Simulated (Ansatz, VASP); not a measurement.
**Ti in VASP and in Ansatz**

```xyz
2
Lattice="2.9500 0.0000 0.0000 -1.4750 2.5548 0.0000 0.0000 0.0000 4.8266" Properties=species:S:1:pos:R:3 pbc="T T T"
Ti    0.0000    1.7032    1.2066
Ti    1.4750    0.8516    3.6199
```

Change from the starting cell: zz strain of +3 %.

Alike in both runs: task single point; functional PBE; k mesh 13 × 13 × 7; occupations fermi-dirac, width 0.08 eV; no spin polarisation.

|  | VASP | Ansatz |
| --- | --- | --- |
| version | VASP 6.6.1 | Ansatz 0.2.0 |
| potentials or method | VASP PAW PBE potentials, release 64 (Ti_sv), cutoff 520 eV | all-electron LAPW, scalar-relativistic |

```tsv
	VASP	Ansatz	Ansatz less VASP
pressure (GPa)	-4.7	-4.5	+0.17
traceless stress, the component that is largest in VASP (GPa)	-2.25	-2.26	-0.013
```

Ansatz ran all-electron here, and VASP with PAW potentials.
